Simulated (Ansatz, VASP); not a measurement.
# One calculation of B, two programs

```
B
1.0
     1.67497    0.00000    0.00000
    -0.83749    1.45057    0.00000
     0.00000    0.00000    3.75562
B
1
Direct
  0.00000 0.00000 0.00000
```

Alike in both runs: task single point; functional LDA; k mesh 36 × 36 × 14; occupations gaussian, width 0.15 eV; no spin polarisation.

```csv
,VASP,Ansatz
version,VASP 6.6.1,Ansatz 0.2.0
potentials or method,"VASP PAW LDA potentials, release 64 (B), cutoff 520 eV","scalar-relativistic, plane waves, PAW"
valence electrons in the cell,3,3
```

|  | VASP | Ansatz | Ansatz less VASP |
| --- | --- | --- | --- |
| gap on the k mesh at the Fermi level (eV) | none | none | - |
| pressure (GPa) | 6.5 | 6.4 | -0.10 |
| traceless stress, the component that is largest in VASP (GPa) | -8.57 | -8.35 | +0.217 |

LDA's correlation is that of Perdew and Zunger in VASP and of Perdew and Wang (1992) in Ansatz. A gap of «none» marks a metal or a gap that the smearing closes.
